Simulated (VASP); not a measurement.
# SiNi (P2_13) in VASP: notebook

SiNi is run at these levels: LDA, PBEsol, revPBE; tasks: relaxation of cell and atoms.

Program: VASP 6.6.1. These are calculated values, not measurements. Logs are shortened: lines on timing, memory, paths and dates and some standing lists are left out, and cuts for length are marked.

### Step 1. The cell of the first run

The structure is cubic, space group P2_13 (No. 198). Conventional cell: a = 4.504 Å, b = 4.504 Å, c = 4.504 Å, α = 90.00°, β = 90.00°, γ = 90.00°. Ni (site symmetry 3) has 7 Si at 2.36 to 2.44 Å and 6 Ni at 2.78 Å within 3.1 Å. Within 3.1 Å of Si (site symmetry 3) lie 7 Ni at 2.36 to 2.44 Å and 6 Si at 2.78 Å.

### Step 2. Relaxation of cell and atoms, LDA, collinear spin, ferromagnetic start

INCAR reads:

```
SYSTEM = SiNi
  ALGO = Normal
  EDIFF = 1E-7
  EDIFFG = -0.01
  ENCUT = 600
  GGA = CA
  IBRION = 2
  ISIF = 3
  ISMEAR = -1
  ISPIN = 2
  LASPH = .True.
  LCHARG = .False.
  LMAXMIX = 4
  LORBIT = 11
  LREAL = .False.
  LWAVE = .False.
  MAGMOM = 1 1 1 1 0 0 0 0
  NELM = 150
  NSW = 60
  PREC = Accurate
  SIGMA = 0.05
```

KPOINTS reads:

```
k-points
0
Gamma
  6 6 6
  0 0 0
```

POSCAR reads:

```
SiNi
1.0
    4.5036940000      0.0000000000      0.0000000000
    0.0000000000      4.5036940000      0.0000000000
    0.0000000000      0.0000000000      4.5036940000
Ni Si
4 4
Direct
    0.1495040000      0.1495040000      0.1495040000
    0.6495040000      0.3504960000      0.8504960000
    0.8504960000      0.6495040000      0.3504960000
    0.3504960000      0.8504960000      0.6495040000
    0.8468300000      0.8468300000      0.8468300000
    0.3468300000      0.6531700000      0.1531700000
    0.1531700000      0.3468300000      0.6531700000
    0.6531700000      0.1531700000      0.3468300000
```

Potentials or basis: VASP PAW LDA potentials, release 64 (Ni, Si).

Run with:

```console
$ cat potpaw_LDA.64/Ni/POTCAR potpaw_LDA.64/Si/POTCAR > POTCAR
$ mpirun -np 1 vasp_std > vasp.out
```

OUTCAR:

```text
SYSTEM = SiNi
   EDIFF = 1E-7
   EDIFFG = -0.01
   ENCUT = 600
   GGA = CA
   IBRION = 2
   ISIF = 3
   ISMEAR = -1
   ISPIN = 2
   LASPH = .True.
   LORBIT = 11
   LREAL = .False.
   NELM = 150
   NSW = 60
   PREC = Accurate

 ion  position               nearest neighbor table
   1  0.150  0.150  0.150-   5 2.36   6 2.41   7 2.41   8 2.41   6 2.44   7 2.44   8 2.44   2 2.78
                             4 2.78   4 2.78   2 2.78   3 2.78   3 2.78
   2  0.650  0.350  0.850-   6 2.36   5 2.41   7 2.41   8 2.41   7 2.44   8 2.44   5 2.44   3 2.78
                             1 2.78   3 2.78   1 2.78   4 2.78   4 2.78
   3  0.850  0.650  0.350-   7 2.36   6 2.41   5 2.41   8 2.41   8 2.44   5 2.44   6 2.44   2 2.78
                             2 2.78   4 2.78   4 2.78   1 2.78   1 2.78
   4  0.350  0.850  0.650-   8 2.36   6 2.41   7 2.41   5 2.41   6 2.44   7 2.44   5 2.44   1 2.78
                             1 2.78   3 2.78   3 2.78   2 2.78   2 2.78
   5  0.847  0.847  0.847-   1 2.36   2 2.41   3 2.41   4 2.41   2 2.44   3 2.44   4 2.44   6 2.78
                             7 2.78   8 2.78   8 2.78   7 2.78   6 2.78
   6  0.347  0.653  0.153-   2 2.36   1 2.41   3 2.41   4 2.41   3 2.44   4 2.44   1 2.44   8 2.78
                             5 2.78   7 2.78   7 2.78   8 2.78   5 2.78
   7  0.153  0.347  0.653-   3 2.36   2 2.41   1 2.41   4 2.41   4 2.44   1 2.44   2 2.44   8 2.78
                             5 2.78   6 2.78   5 2.78   6 2.78   8 2.78
   8  0.653  0.153  0.347-   4 2.36   2 2.41   3 2.41   1 2.41   2 2.44   3 2.44   1 2.44   7 2.78
                             5 2.78   5 2.78   6 2.78   6 2.78   7 2.78

  LATTYP: Found a simple cubic cell.
 ALAT       =     4.5036940000

  Lattice vectors:

 A1 = (   4.5036940000,   0.0000000000,   0.0000000000)
 A2 = (   0.0000000000,   4.5036940000,   0.0000000000)
 A3 = (   0.0000000000,   0.0000000000,   4.5036940000)

Analysis of symmetry for initial positions (statically):
=====================================================================
 Subroutine PRICEL returns:
 Original cell was already a primitive cell.

 Routine SETGRP: Setting up the symmetry group for a
 simple cubic supercell.

 Subroutine GETGRP returns: Found 12 space group operations
 (whereof  3 operations were pure point group operations)
 out of a pool of 48 trial point group operations.

The static configuration has the point symmetry C_3 .
 The point group associated with its full space group is T   .

Analysis of symmetry for dynamics (positions and initial velocities):
=====================================================================
 Subroutine PRICEL returns:
 Original cell was already a primitive cell.

 Routine SETGRP: Setting up the symmetry group for a
 simple cubic supercell.

 Subroutine GETGRP returns: Found 12 space group operations
 (whereof  3 operations were pure point group operations)
 out of a pool of 48 trial point group operations.

The dynamic configuration has the point symmetry C_3 .
 The point group associated with its full space group is T   .

Analysis of structural, dynamic, and magnetic symmetry:
=====================================================================
 Subroutine PRICEL returns:
 Original cell was already a primitive cell.

 Routine SETGRP: Setting up the symmetry group for a
 simple cubic supercell.

 Subroutine GETGRP returns: Found 12 space group operations
 (whereof  3 operations were pure point group operations)
 out of a pool of 48 trial point group operations.

The overall configuration has the point symmetry C_3 .
 The point group associated with its full space group is T   .

 Subroutine INISYM returns: Found 12 space group operations
 (whereof  3 operations are pure point group operations),
 and found     1 'primitive' translations

----------------------------------------------------------------------------------------

                                     Primitive cell

  volume of cell :      91.3496

  direct lattice vectors                    reciprocal lattice vectors
     4.503694000  0.000000000  0.000000000     0.222039952  0.000000000  0.000000000
     0.000000000  4.503694000  0.000000000     0.000000000  0.222039952  0.000000000
     0.000000000  0.000000000  4.503694000     0.000000000  0.000000000  0.222039952

  length of vectors
     4.503694000  4.503694000  4.503694000     0.222039952  0.222039952  0.222039952
[... 42 lines left out ...]

 Subroutine IBZKPT returns following result:
 ===========================================

 Found     24 irreducible k-points:

 Following reciprocal coordinates:
            Coordinates               Weight
  0.000000  0.000000  0.000000      1.000000
  0.166667  0.000000  0.000000      6.000000
  0.333333  0.000000  0.000000      6.000000
  0.500000  0.000000  0.000000      3.000000
  0.166667  0.166667  0.000000     12.000000
  0.333333  0.166667  0.000000     12.000000
[... 16 lines left out ...]
  0.500000  0.500000  0.333333      6.000000
  0.500000  0.500000  0.500000      1.000000
   k-points           NKPTS =     24   k-points in BZ     NKDIM =     24   number of bands    NBANDS=     35
   number of dos      NEDOS =    301   number of ions     NIONS =      8
   total plane-waves  NPLWV =  46656
   dimension x,y,z NGX =    36 NGY =   36 NGZ =   36
   dimension x,y,z NGXF=    72 NGYF=   72 NGZF=   72
   ions per type =               4   4
   NGX,Y,Z   is equivalent  to a cutoff of  13.29, 13.29, 13.29 a.u.
   NGXF,Y,Z  is equivalent  to a cutoff of  26.58, 26.58, 26.58 a.u.
 SYSTEM =  SiNi
   PREC   = accura    normal or accurate (medium, high low for compatibility)
   ISTART =      0    job   : 0-new  1-cont  2-samecut
   ICHARG =      2    charge: 1-file 2-atom 10-const
   ISPIN  =      2    spin polarized calculation?
   LNONCOLLINEAR =      F non collinear calculations
   LSORBIT =      F    spin-orbit coupling
   LASPH  =      T    aspherical Exc in radial PAW
   ENCUT  =  600.0 eV  44.10 Ry    6.64 a.u.   8.99  8.99  8.99*2*pi/ulx,y,z
   NELM   =    150;   NELMIN=  2; NELMDL= -5     # of ELM steps
   EDIFF  = 0.1E-06   stopping-criterion for ELM
   LREAL  =      F    real-space projection
   EDIFFG = -.1E-01   stopping-criterion for IOM
   NSW    =     60    number of steps for IOM
   IBRION =      2    ionic relax: 0-MD 1-quasi-New 2-CG
   NFREE  =      1    steps in history (QN), initial steepest desc. (CG)
   ISIF   =      3    stress and relaxation
   ISYM   =      2    0-nonsym 1-usesym 2-fastsym
   POTIM  = 0.5000    time-step for ionic-motion
   TEBEG  =    0.0;   TEEND  =   0.0 temperature during run
   PSTRESS=    0.0 pullay stress
   NELECT =      56.0000    total number of electrons
   NUPDOWN=      -1.0000    fix difference up-down
   EMIN   =  10.00;   EMAX   =-10.00  energy-range for DOS
   EFERMI =   0.00;   METHOD = LEGACY
   ISMEAR =    -1;   SIGMA  =   0.05  broadening in eV -4-tet -1-fermi 0-gaus
   EFERMI_NEDOS =   21; number of points for ismear=-14 and -15
   IALGO  =     38    algorithm
   IMIX   =      4    mixing-type and parameters
     AMIX     =   0.40;   BMIX     =  1.00
     AMIX_MAG =   1.60;   BMIX_MAG =  1.00
  volume/ion in A,a.u.               =      11.42        77.06
  Fermi-wavevector in a.u.,A,eV,Ry     =   1.390706  2.628053 26.314523  1.934063
  Thomas-Fermi vector in A             =   2.514615
   LORBIT       =     11    0 simple, 1 ext, 2 COOP (PROOUT), +10 PAW based schemes
   GGA     = CA    functional components
   LHFCALC =     F    Hartree Fock is set to
   AEXX    =    0.0000 exact exchange contribution
   IVDW    =     0    specifies the selected vdW correction
   LEPSILON=     F    determine dielectric tensor
   LRPA    =     F    only Hartree local field effects (RPA)
 conjugate gradient relaxation of ions
 spin polarized calculation
  energy-cutoff  :      600.00
  volume of cell :       91.35
 maximum number of plane-waves:      3112
   NGX = 17   NGY = 17   NGZ = 17

--------------------------------------- Ionic step        1  -------------------------------------------

 number of electron      55.9999997 magnetization       0.0000066

 number of electron      55.9999997 magnetization      -0.0000227

 Free energy of the ion-electron system (eV)
  ---------------------------------------------------
  ext. energy  EPLUGINS =         0.00000000
  ---------------------------------------------------
  free energy    TOTEN  =       -54.14480070 eV

  energy without entropy =      -54.12131342  energy(sigma->0) =      -54.13305706

------------------------ aborting loop because EDIFF is reached ----------------------------------------

  FORCE on cell =-STRESS in cart. coord.  units (eV):
  Direction    XX          YY          ZZ          XY          YZ          ZX
  --------------------------------------------------------------------------------------
  -------------------------------------------------------------------------------------
  Total       -5.2290058     -5.2290058     -5.2290058      0.0000000      0.0000000      0.0000000
  in kB      -91.7113485    -91.7113485    -91.7113485      0.0000000      0.0000000      0.0000000
  external PRESSURE =     -91.7113485 kB  Pullay stress =       0.0000000 kB
[... 251 lines left out ...]
 number of electron      56.0000004 magnetization       0.0000011

 number of electron      56.0000004 magnetization      -0.0000001

 Free energy of the ion-electron system (eV)
  ---------------------------------------------------
  ext. energy  EPLUGINS =         0.00000000
  ---------------------------------------------------
  free energy    TOTEN  =       -54.27406205 eV

  energy without entropy =      -54.25175908  energy(sigma->0) =      -54.26291057

 E-fermi :  12.5765     XC(G=0): -13.0051

 val. band max:       12.5047544562   @ k =   0.3333   0.1667   0.0000
 cond. band min:      12.5903701144   @ k =   0.3333   0.0000   0.0000
 fundamental gap:      0.0856156582
 Fermi energy:        12.5764777194

 spin component 1

 k-point     1 :       0.0000    0.0000    0.0000
  band No.  band energies     occupation
      1      -2.0306      1.00000
      2       3.5258      1.00000
      3       3.5258      1.00000
      4       3.5258      1.00000
      5       6.0204      1.00000
      6       6.0204      1.00000
[... 901 lines left out ...]
     34      17.2303      0.00000
     35      17.2303      0.00000
 Fermi energy:        12.5764777194

 spin component 2

 k-point     1 :       0.0000    0.0000    0.0000
  band No.  band energies     occupation
      1      -2.0306      1.00000
      2       3.5258      1.00000
      3       3.5258      1.00000
      4       3.5258      1.00000
      5       6.0204      1.00000
      6       6.0204      1.00000
[... 936 lines left out ...]
  FREE ENERGIE OF THE ION-ELECTRON SYSTEM (eV)
  ---------------------------------------------------
  free  energy   TOTEN  =       -54.2740620549 eV

  energy  without entropy=      -54.2517590833  energy(sigma->0) =      -54.26291057

 reached required accuracy - stopping structural energy minimisation

 total charge

# of ion       s       p       d       tot
------------------------------------------
    1        0.480   0.657   8.545   9.682
    2        0.480   0.657   8.545   9.682
    3        0.480   0.657   8.545   9.682
    4        0.480   0.657   8.545   9.682
    5        0.742   0.882   0.000   1.624
    6        0.742   0.882   0.000   1.624
    7        0.742   0.882   0.000   1.624
    8        0.742   0.882   0.000   1.624
--------------------------------------------------
tot          4.885   6.159  34.180  45.224

 magnetization (x)

# of ion       s       p       d       tot
------------------------------------------
    1        0.000  -0.000   0.000   0.000
    2        0.000  -0.000   0.000   0.000
    3        0.000  -0.000   0.000   0.000
    4        0.000  -0.000   0.000   0.000
    5        0.000   0.000   0.000   0.000
    6        0.000   0.000   0.000   0.000
    7        0.000   0.000   0.000   0.000
    8        0.000   0.000   0.000   0.000
--------------------------------------------------
tot          0.000   0.000   0.000   0.000
```

Run time: 12 min. Hardware: 1 thread of Oxide Virtual Turin-like, shared host; peak memory 0.24 GiB.

Results:

```
Free energy                                           : -54.2741 eV
Relaxed volume                                        : 10.88 Å³/atom
Relaxed cell                                          : a = 4.432 Å, b = 4.432 Å, c = 4.432 Å, α = 90.00°, β = 90.00°, γ = 90.00°
Space group after relaxing (to 0.1 Å)                 : P2_13 (No. 198)
Energy gained by relaxing                             : 16.2 meV/atom
Ionic steps                                           : 7
Pressure after relaxing                               : 0.0 GPa
Largest force after relaxing                          : 0.008 eV/Å
Band gap on the k mesh                                : zero (filled and empty bands overlap)
Net moment                                            : 0.00 μB per cell
Valence electrons inside the program's atomic spheres : Ni 9.68; Si 1.62
```

Forces on the atoms (eV/Å):
```
Ni  -0.004 -0.004 -0.004
Ni  -0.004  0.004  0.004
Ni   0.004 -0.004  0.004
Ni   0.004  0.004 -0.004
Si  -0.001 -0.001 -0.001
Si  -0.001  0.001  0.001
Si   0.001 -0.001  0.001
Si   0.001  0.001 -0.001
```

The path:
```
step  energy change (eV)  largest force (eV/Å)  pressure (GPa)  volume (Å³)
   1              0.0000                0.0600           -9.17        91.35
   2              0.0104                0.0349           11.47        82.98
   3             -0.1291                0.0238           -0.07        87.09
   4             -0.1291                0.0230            0.13        87.00
   5             -0.1292                0.0129           -0.11        87.10
   6             -0.1292                0.0121           -0.11        87.11
   7             -0.1293                0.0076           -0.02        87.07
```

Final structure:
```cif
data_structure
_symmetry_space_group_name_H-M 'P 1'
_symmetry_Int_Tables_number 1
_cell_length_a 4.4323
_cell_length_b 4.4323
_cell_length_c 4.4323
_cell_angle_alpha 90.000
_cell_angle_beta 90.000
_cell_angle_gamma 90.000
_cell_volume 87.07
loop_
_atom_site_label
_atom_site_type_symbol
_atom_site_fract_x
_atom_site_fract_y
_atom_site_fract_z
_atom_site_occupancy
Ni1 Ni 0.14916 0.14916 0.14916 1
Ni2 Ni 0.64916 0.35084 0.85084 1
Ni3 Ni 0.85084 0.64916 0.35084 1
Ni4 Ni 0.35084 0.85084 0.64916 1
Si1 Si 0.84637 0.84637 0.84637 1
Si2 Si 0.34637 0.65363 0.15363 1
Si3 Si 0.15363 0.34637 0.65363 1
Si4 Si 0.65363 0.15363 0.34637 1
```

### Step 3. Relaxation of cell and atoms, PBEsol, collinear spin, ferromagnetic start

INCAR reads:

```
ALGO     = Normal         # electronic algorithm
EDIFF    = 1E-6           # SCF threshold, eV
EDIFFG   = -0.01          # ionic threshold
ENCUT    = 600            # plane-wave cutoff, eV
GGA      = PS             # functional
IBRION   = 2              # ionic algorithm
ISIF     = 3              # what is computed and relaxed
ISMEAR   = -1             # smearing method
ISPIN    = 2              # spin polarisation
LASPH    = True           # aspherical terms in the spheres
LCHARG   = False          # write CHGCAR
LMAXMIX  = 4              # l up to which the mixer works
LORBIT   = 11             # projections on sites
LREAL    = False          # projectors in reciprocal space
LWAVE    = False          # write WAVECAR
MAGMOM   = 1 1 1 1 0 0 0 0 # initial moments
NELM     = 150            # most SCF steps
NSW      = 60             # ionic steps
PREC     = Accurate       # precision mode
SIGMA    = 0.05           # smearing width, eV
```

KPOINTS reads:

```
k-points
0
Gamma
  6 6 6
```

POSCAR is that of step 2.

Potentials or basis: VASP PAW PBE potentials, release 64 (Ni, Si).

Run with:

```console
$ cat potpaw_PBE.64/Ni/POTCAR potpaw_PBE.64/Si/POTCAR > POTCAR
$ mpirun -np 1 vasp_std > vasp.out
```

Run time: 18 min. Hardware: 1 thread of Oxide Virtual Turin-like, shared host; peak memory 0.29 GiB.

The run converged. Its results:

```
Free energy                                           : -51.5861 eV
Relaxed volume                                        : 11.15 Å³/atom
Relaxed cell                                          : a = 4.468 Å, b = 4.468 Å, c = 4.468 Å, α = 90.00°, β = 90.00°, γ = 90.00°
Space group after relaxing (to 0.1 Å)                 : P2_13 (No. 198)
Energy gained by relaxing                             : 3.8 meV/atom
Ionic steps                                           : 8
Pressure after relaxing                               : 0.1 GPa
Largest force after relaxing                          : 0.009 eV/Å
Band gap on the k mesh                                : zero (filled and empty bands overlap)
Net moment                                            : 0.00 μB per cell
Valence electrons inside the program's atomic spheres : Ni 9.62; Si 1.59
```

Forces in eV/Å, atoms in the order of the input:
```
Ni  -0.001 -0.001 -0.001
Ni  -0.001  0.001  0.001
Ni   0.001 -0.001  0.001
Ni   0.001  0.001 -0.001
Si   0.005  0.005  0.005
Si   0.005 -0.005 -0.005
Si  -0.005  0.005 -0.005
Si  -0.005 -0.005  0.005
```

Step by step:
| step | energy change (eV) | largest force (eV/Å) | pressure (GPa) | volume (Å³) |
| --- | --- | --- | --- | --- |
| 1 | 0.0000 | 0.0388 | -4.51 | 91.35 |
| 2 | 0.0007 | 0.0046 | 4.93 | 87.17 |
| 3 | -0.0304 | 0.0197 | 0.04 | 89.24 |
| 4 | -0.0304 | 0.0202 | -0.07 | 89.28 |
| 5 | -0.0305 | 0.0167 | 0.03 | 89.28 |
| 6 | -0.0306 | 0.0103 | -0.08 | 89.29 |
| 7 | -0.0306 | 0.0071 | -0.18 | 89.29 |
| 8 | -0.0306 | 0.0093 | 0.14 | 89.19 |

Final structure:
```xyz
8
Lattice="4.4679 0.0000 0.0000 0.0000 4.4679 0.0000 0.0000 0.0000 4.4679" Properties=species:S:1:pos:R:3 pbc="T T T"
Ni    0.6654    0.6654    0.6654
Ni    2.8994    1.5685    3.8025
Ni    3.8025    2.8994    1.5685
Ni    1.5685    3.8025    2.8994
Si    3.7815    3.7815    3.7815
Si    1.5476    2.9203    0.6863
Si    0.6863    1.5476    2.9203
Si    2.9203    0.6863    1.5476
```

Levels at points of the mesh, in eV from the Fermi level:
Spin up:
```
           k point  band 26  band 27  band 28  band 29  band 30  band 31
(0.00, 0.00, 0.00)    -1.65    -1.65     1.05     1.05     1.05     1.41
(0.50, 0.00, 0.00)    -2.04    -0.63    -0.63    -0.18    -0.18     2.82
(0.50, 0.50, 0.00)    -1.57    -0.99    -0.99     0.38     0.38     0.89
(0.50, 0.50, 0.50)    -1.82    -1.82    -1.82     4.31     4.31     4.31
```
Spin down:
```csv
k point,band 25,band 26,band 27,band 28,band 29,band 30,band 31,band 32
"(0.00, 0.00, 0.00)",-1.65,-1.65,-1.65,1.05,1.05,1.05,1.41,1.41
"(0.50, 0.00, 0.00)",-2.04,-2.04,-0.63,-0.63,-0.18,-0.18,2.82,2.82
"(0.50, 0.50, 0.00)",-1.57,-1.57,-0.99,-0.99,0.38,0.38,0.89,0.89
"(0.50, 0.50, 0.50)",-1.82,-1.82,-1.82,-1.82,4.31,4.31,4.31,4.31
```

Caveat: the PAW data sets were made with another functional, which shifts forces and pressure a little.

[end of part 1 of 2]
